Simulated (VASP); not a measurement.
# Pb (Pm-3m) in VASP: single point with PBEsol

Aim: the single point of Pb with PBEsol.

Program: VASP 6.6.1. These are calculated values, not measurements. Logs are shortened: lines on timing, memory, paths and dates and some standing lists are left out, and cuts for length are marked.

## (1) The cell of the first run

It takes space group Pm-3m (No. 221, cubic). Conventional cell: a = 3.522 Å, b = 3.522 Å, c = 3.522 Å, α = 90.00°, β = 90.00°, γ = 90.00°. Pb (site symmetry m-3m) has 6 Pb at 3.52 Å within 4.6 Å.

## (2) Single point, PBEsol

Input file INCAR:

```
PREC     = Accurate       # precision mode
ENCUT    = 520            # plane-wave cutoff, eV
EDIFF    = 1E-6           # SCF threshold, eV
ISMEAR   = -1             # smearing method
SIGMA    = 0.1            # smearing width, eV
LREAL    = False          # projectors in reciprocal space
LASPH    = True           # aspherical terms in the spheres
NELM     = 80             # most SCF steps
ALGO     = Normal         # electronic algorithm
ISIF     = 2              # what is computed and relaxed
LWAVE    = False          # write WAVECAR
LCHARG   = True           # write CHGCAR
GGA      = PS             # functional
LELF     = True           # ELF
LVHAR    = True         
NBANDS   = 13             # bands
```

Input file KPOINTS:

```
Automatic mesh
0
Gamma
  7 7 7
```

Input file POSCAR:

```
Pb
1.0
    3.5220000000      0.0000000000      0.0000000000
    0.0000000000      3.5220000000      0.0000000000
    0.0000000000      0.0000000000      3.5220000000
Pb
1
Direct
    0.0000000000      0.0000000000      0.0000000000
```

Potentials or basis: VASP PAW PBE potentials, release 64 (Pb_d).

Run with:

```bash
$ cat potpaw_PBE.64/Pb_d/POTCAR > POTCAR
$ mpirun -np 1 vasp_std > vasp.out
```

OUTCAR:

```text
PREC = Accurate
   ENCUT = 520
   EDIFF = 1E-6
   ISMEAR = -1
   LREAL = False
   LASPH = True
   NELM = 80
   ISIF = 2
   GGA = PS

 ion  position               nearest neighbor table
   1  0.000  0.000  0.000-

  LATTYP: Found a simple cubic cell.
 ALAT       =     3.5220000000

  Lattice vectors:

 A1 = (   3.5220000000,   0.0000000000,   0.0000000000)
 A2 = (   0.0000000000,   3.5220000000,   0.0000000000)
 A3 = (   0.0000000000,   0.0000000000,   3.5220000000)

Analysis of symmetry for initial positions (statically):
=====================================================================
 Subroutine PRICEL returns:
 Original cell was already a primitive cell.

 Routine SETGRP: Setting up the symmetry group for a
 simple cubic supercell.

 Subroutine GETGRP returns: Found 48 space group operations
 (whereof 48 operations were pure point group operations)
 out of a pool of 48 trial point group operations.

The static configuration has the point symmetry O_h .

Analysis of symmetry for dynamics (positions and initial velocities):
=====================================================================
 Subroutine PRICEL returns:
 Original cell was already a primitive cell.

 Routine SETGRP: Setting up the symmetry group for a
 simple cubic supercell.

 Subroutine GETGRP returns: Found 48 space group operations
 (whereof 48 operations were pure point group operations)
 out of a pool of 48 trial point group operations.

The dynamic configuration has the point symmetry O_h .

 Subroutine INISYM returns: Found 48 space group operations
 (whereof 48 operations are pure point group operations),
 and found     1 'primitive' translations

----------------------------------------------------------------------------------------

                                     Primitive cell

  volume of cell :      43.6886

  direct lattice vectors                    reciprocal lattice vectors
     3.522000000  0.000000000  0.000000000     0.283929585  0.000000000  0.000000000
     0.000000000  3.522000000  0.000000000     0.000000000  0.283929585  0.000000000
     0.000000000  0.000000000  3.522000000     0.000000000  0.000000000  0.283929585

  length of vectors
     3.522000000  3.522000000  3.522000000     0.283929585  0.283929585  0.283929585

  position of ions in fractional coordinates (direct lattice)
     0.000000000  0.000000000  0.000000000

  ion indices of the primitive-cell ions
   primitive index   ion index
                 1           1

----------------------------------------------------------------------------------------

 KPOINTS: Automatic mesh

Automatic generation of k-mesh.
 Grid dimensions read from file:
 generate k-points for:    7    7    7

 Generating k-lattice:

  Cartesian coordinates                     Fractional coordinates (reciprocal lattice)
     0.040561369  0.000000000  0.000000000     0.142857143  0.000000000  0.000000000
     0.000000000  0.040561369  0.000000000     0.000000000  0.142857143  0.000000000
     0.000000000  0.000000000  0.040561369     0.000000000  0.000000000  0.142857143

  Length of vectors
     0.040561369  0.040561369  0.040561369

  Shift w.r.t. Gamma in fractional coordinates (k-lattice)
     0.000000000  0.000000000  0.000000000

 Subroutine IBZKPT returns following result:
 ===========================================

 Found     20 irreducible k-points:

 Following reciprocal coordinates:
            Coordinates               Weight
  0.000000  0.000000  0.000000      1.000000
  0.142857  0.000000  0.000000      6.000000
  0.285714  0.000000  0.000000      6.000000
  0.428571  0.000000  0.000000      6.000000
  0.142857  0.142857  0.000000     12.000000
  0.285714  0.142857  0.000000     24.000000
[... 12 lines left out ...]
  0.428571  0.428571  0.285714     24.000000
  0.428571  0.428571  0.428571      8.000000
   k-points           NKPTS =     20   k-points in BZ     NKDIM =     20   number of bands    NBANDS=     13
   number of dos      NEDOS =    301   number of ions     NIONS =      1
   total plane-waves  NPLWV =  21952
   dimension x,y,z NGX =    28 NGY =   28 NGZ =   28
   dimension x,y,z NGXF=    56 NGYF=   56 NGZF=   56
   ions per type =               1
   NGX,Y,Z   is equivalent  to a cutoff of  13.22, 13.22, 13.22 a.u.
   NGXF,Y,Z  is equivalent  to a cutoff of  26.43, 26.43, 26.43 a.u.
 SYSTEM =  unknown system
   PREC   = accura    normal or accurate (medium, high low for compatibility)
   ISTART =      0    job   : 0-new  1-cont  2-samecut
   ICHARG =      2    charge: 1-file 2-atom 10-const
   ISPIN  =      1    spin polarized calculation?
   LNONCOLLINEAR =      F non collinear calculations
   LSORBIT =      F    spin-orbit coupling
   LASPH  =      T    aspherical Exc in radial PAW
   ENCUT  =  520.0 eV  38.22 Ry    6.18 a.u.   6.55  6.55  6.55*2*pi/ulx,y,z
   NELM   =     80;   NELMIN=  2; NELMDL= -5     # of ELM steps
   EDIFF  = 0.1E-05   stopping-criterion for ELM
   LREAL  =      F    real-space projection
   EDIFFG = 0.1E-04   stopping-criterion for IOM
   NSW    =      0    number of steps for IOM
   IBRION =     -1    ionic relax: 0-MD 1-quasi-New 2-CG
   NFREE  =      0    steps in history (QN), initial steepest desc. (CG)
   ISIF   =      2    stress and relaxation
   ISYM   =      2    0-nonsym 1-usesym 2-fastsym
   POTIM  = 0.5000    time-step for ionic-motion
   TEBEG  =    0.0;   TEEND  =   0.0 temperature during run
   PSTRESS=    0.0 pullay stress
   NELECT =      14.0000    total number of electrons
   NUPDOWN=      -1.0000    fix difference up-down
   EMIN   =  10.00;   EMAX   =-10.00  energy-range for DOS
   EFERMI =   0.00;   METHOD = LEGACY
   ISMEAR =    -1;   SIGMA  =   0.10  broadening in eV -4-tet -1-fermi 0-gaus
   EFERMI_NEDOS =   21; number of points for ismear=-14 and -15
   IALGO  =     38    algorithm
   IMIX   =      4    mixing-type and parameters
     AMIX     =   0.40;   BMIX     =  1.00
     AMIX_MAG =   1.60;   BMIX_MAG =  1.00
  volume/ion in A,a.u.               =      43.69       294.83
  Fermi-wavevector in a.u.,A,eV,Ry     =   1.120284  2.117030 17.075807  1.255036
  Thomas-Fermi vector in A             =   2.256929
   LORBIT       =      0    0 simple, 1 ext, 2 COOP (PROOUT), +10 PAW based schemes
   GGA     = PS    functional components
   LHFCALC =     F    Hartree Fock is set to
   AEXX    =    0.0000 exact exchange contribution
   IVDW    =     0    specifies the selected vdW correction
   LEPSILON=     F    determine dielectric tensor
   LRPA    =     F    only Hartree local field effects (RPA)
 non-spin polarized calculation
  energy-cutoff  :      520.00
  volume of cell :       43.69
 maximum number of plane-waves:      1189
 NGX is ok and might be reduce to    28
   NGX = 13   NGY = 13   NGZ = 13

 number of electron      14.0000004 magnetization

 Free energy of the ion-electron system (eV)
  ---------------------------------------------------
  ext. energy  EPLUGINS =         0.00000000
  ---------------------------------------------------
  free energy    TOTEN  =        -3.50855791 eV

  energy without entropy =       -3.48087650  energy(sigma->0) =       -3.49471721

 E-fermi :   3.4536     XC(G=0):  -8.6167

 val. band max:        3.3252108612   @ k =   0.2857   0.2857   0.0000
 cond. band min:       3.5467286755   @ k =   0.2857   0.2857   0.0000
 fundamental gap:      0.2215178143
 Fermi energy:         3.4536438379

 k-point     1 :       0.0000    0.0000    0.0000
  band No.  band energies     occupation
      1     -13.4587      2.00000
      2     -13.4587      2.00000
      3     -13.1881      2.00000
      4     -13.1881      2.00000
      5     -13.1881      2.00000
      6      -6.4750      2.00000
      7       7.4301      0.00000
      8       7.4301      0.00000
      9       7.4301      0.00000
     10       9.5227      0.00000
     11      11.5411      0.00000
     12      11.5411      0.00000
     13      19.9872      0.00000

 k-point     2 :       0.1429    0.0000    0.0000
  band No.  band energies     occupation
      1     -13.4564      2.00000
      2     -13.4174      2.00000
      3     -13.2014      2.00000
      4     -13.2014      2.00000
      5     -13.1871      2.00000
      6      -6.2696      2.00000
      7       5.2436      0.00000
      8       7.6596      0.00000
      9       7.6596      0.00000
     10      10.2838      0.00000
     11      11.7233      0.00000
     12      13.6042      0.00000
     13      18.4316      0.00000

 k-point     3 :       0.2857    0.0000    0.0000
  band No.  band energies     occupation
      1     -13.4512      2.00000
      2     -13.3250      2.00000
      3     -13.2309      2.00000
      4     -13.2309      2.00000
      5     -13.1847      2.00000
      6      -5.7053      2.00000
      7       2.5924      1.99964
      8       8.2554      0.00000
      9       8.2554      0.00000
     10      11.0192      0.00000
     11      12.2758      0.00000
     12      15.8477      0.00000
     13      16.3239      0.00000

 k-point     4 :       0.4286    0.0000    0.0000
  band No.  band energies     occupation
      1     -13.4471      2.00000
      2     -13.2544      2.00000
      3     -13.2544      2.00000
      4     -13.2514      2.00000
      5     -13.1827      2.00000
      6      -5.0723      2.00000
      7       0.8433      2.00000
      8       8.8633      0.00000
      9       8.8633      0.00000
     10      12.1223      0.00000
     11      13.2139      0.00000
     12      13.7520      0.00000
     13      14.5652      0.00000

 k-point     5 :       0.1429    0.1429    0.0000
  band No.  band energies     occupation
      1     -13.4350      2.00000
      2     -13.3946      2.00000
      3     -13.2154      2.00000
      4     -13.2006      2.00000
      5     -13.1998      2.00000
      6      -6.0650      2.00000
      7       5.3014      0.00000
      8       5.6706      0.00000
      9       7.8899      0.00000
     10      11.0758      0.00000
     11      13.3405      0.00000
     12      14.0322      0.00000
     13      16.0627      0.00000
[... 193 lines left out ...]
 k-point    18 :       0.4286    0.2857    0.2857
  band No.  band energies     occupation
      1     -13.3055      2.00000
      2     -13.3028      2.00000
      3     -13.2737      2.00000
      4     -13.2360      2.00000
      5     -13.1572      2.00000
      6      -3.5921      2.00000
      7       2.4971      1.99986
      8       4.8903      0.00000
      9       4.9874      0.00000
     10       9.4159      0.00000
     11      10.4824      0.00000
     12      12.5608      0.00000
     13      15.1738      0.00000

 k-point    19 :       0.4286    0.4286    0.2857
  band No.  band energies     occupation
      1     -13.3339      2.00000
      2     -13.3008      2.00000
      3     -13.3004      2.00000
      4     -13.1955      2.00000
      5     -13.1120      2.00000
      6      -2.9855      2.00000
      7       3.1350      1.92062
      8       3.1538      1.90502
      9       5.5793      0.00000
     10       8.2888      0.00000
     11      10.8848      0.00000
     12      11.1299      0.00000
     13      13.3788      0.00000

 k-point    20 :       0.4286    0.4286    0.4286
  band No.  band energies     occupation
      1     -13.3304      2.00000
      2     -13.3296      2.00000
      3     -13.3296      2.00000
      4     -13.1103      2.00000
      5     -13.1103      2.00000
      6      -2.3797      2.00000
      7       3.7565      0.09227
      8       3.7565      0.09227
      9       3.7592      0.08996
     10       8.9563      0.00000
     11       9.6622      0.00000
     12       9.6622      0.00000
     13      11.5125      0.00000

------------------------ aborting loop because EDIFF is reached ----------------------------------------

  FORCE on cell =-STRESS in cart. coord.  units (eV):
  Direction    XX          YY          ZZ          XY          YZ          ZX
  --------------------------------------------------------------------------------------
  -------------------------------------------------------------------------------------
  Total       -1.6926416     -1.6926416     -1.6926416      0.0000000      0.0000000     -0.0000000
  in kB      -62.0736881    -62.0736881    -62.0736881      0.0000000      0.0000000     -0.0000000
  external PRESSURE =     -62.0736881 kB  Pullay stress =       0.0000000 kB

 VOLUME and BASIS-vectors are now :
 -----------------------------------------------------------------------------
  energy-cutoff  :      520.00
  volume of cell :       43.69
      direct lattice vectors                 reciprocal lattice vectors
     3.522000000  0.000000000  0.000000000     0.283929585  0.000000000  0.000000000
     0.000000000  3.522000000  0.000000000     0.000000000  0.283929585  0.000000000
     0.000000000  0.000000000  3.522000000     0.000000000  0.000000000  0.283929585

 POSITION                                       TOTAL-FORCE (eV/Angst)
 -----------------------------------------------------------------------------------
      0.00000      0.00000      0.00000         0.000000      0.000000      0.000000
 -----------------------------------------------------------------------------------
    total drift:                               -0.000000      0.000000     -0.000000

  FREE ENERGIE OF THE ION-ELECTRON SYSTEM (eV)
  ---------------------------------------------------
  free  energy   TOTEN  =        -3.5085579100 eV

  energy  without entropy=       -3.4808765014  energy(sigma->0) =       -3.49471721
```

Run time: 8.6 s. Hardware: 1 thread of AMD EPYC 7R13 (Zen 3), shared host; peak memory 0.12 GiB.

What came out:

```
Free energy            : -3.5086 eV
Pressure               : -6.2 GPa
Band gap on the k mesh : zero (band 7 reaches 7.43 eV, above the bottom of band 8 at 2.35 eV)
```

Caveat: the PAW data sets were made with another functional, which shifts forces and pressure a little; spin-orbit coupling is left out, which moves the levels of the heavy elements.
